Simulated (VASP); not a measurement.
P: single point with PBE

P:

```xyz
1
Lattice="-1.3531 1.3531 1.3531 1.3531 -1.3531 1.3531 1.3531 1.3531 -1.3531" Properties=species:S:1:pos:R:3 pbc="T T T"
P     0.0000    0.0000    0.0000
```

* Program: VASP 6.6.1
* Task: single point
* Functional: PBE
* Potentials or basis: VASP PAW PBE potentials, release 64 (P)
* Cutoff: 520 eV
* k mesh: 20 × 20 × 20
* Occupations: fermi-dirac, width 0.08 eV
* Spin: no spin polarisation

```json
{
 "Pressure": "71.0 GPa"
}
```

Levels at points of the mesh, in eV from the Fermi level:
| k point | band 1 | band 2 | band 3 | band 4 | band 5 | band 6 |
| --- | --- | --- | --- | --- | --- | --- |
| (0.00, 0.00, 0.00) | -20.95 | 11.45 | 11.45 | 11.45 | 12.93 | 12.93 |
| (0.50, 0.00, 0.00) | -11.49 | -11.25 | 3.94 | 6.72 | 7.45 | 9.98 |
| (0.50, 0.50, 0.50) | -3.63 | -3.63 | -3.63 | -0.81 | 0.16 | 0.16 |

Run time: 16 s on 1 thread of Intel(R) Xeon(R) Platinum 8175M CPU @ 2.50GHz (Skylake/Cascade Lake), with other jobs on the host, peak memory 0.12 GiB.
